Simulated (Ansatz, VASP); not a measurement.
**SiC in VASP and in Ansatz**

```
CELL_PARAMETERS angstrom
3.07847 0.00000 0.00000
-1.53924 2.66603 0.00000
0.00000 0.00000 15.10692
ATOMIC_POSITIONS crystal
Si 0.33333 0.66667 0.83299
Si 0.66667 0.33333 0.33299
Si 0.66667 0.33333 0.66650
Si 0.33333 0.66667 0.16650
Si 0.00000 0.00000 0.49972
Si 0.00000 0.00000 0.99972
C 0.00000 0.00000 0.87437
C 0.00000 0.00000 0.37437
C 0.33333 0.66667 0.70800
C 0.66667 0.33333 0.20800
C 0.66667 0.33333 0.54153
C 0.33333 0.66667 0.04153
```

Alike in both runs: functional r2SCAN; k mesh 12 × 12 × 2; occupations gaussian, width 0.02 eV; no spin polarisation.

Ansatz relaxed the structure, and its values are those at the end. VASP's run is a single point on that final structure, the one shown.

|  | VASP | Ansatz |
| --- | --- | --- |
| version | VASP 6.6.1 | Ansatz 0.2.0 |
| potentials or method | VASP PAW PBE potentials, release 64 (Si, C), cutoff 520 eV | scalar-relativistic, plane waves, PAW |
| valence electrons in the cell | 48 | 48 |

|  | VASP | Ansatz | Ansatz less VASP |
| --- | --- | --- | --- |
| gap on the k mesh at the Fermi level (eV) | 2.40 | 2.39 | -0.011 |
| least direct gap on the mesh (eV) | 3.56 | 3.54 | -0.012 |
| pressure (GPa) | -0.2 | 0.0 | +0.19 |

VASP's potentials were made for PBE, not for r2SCAN. With one functional, cell and mesh, what is left measures potentials, basis and numerics.
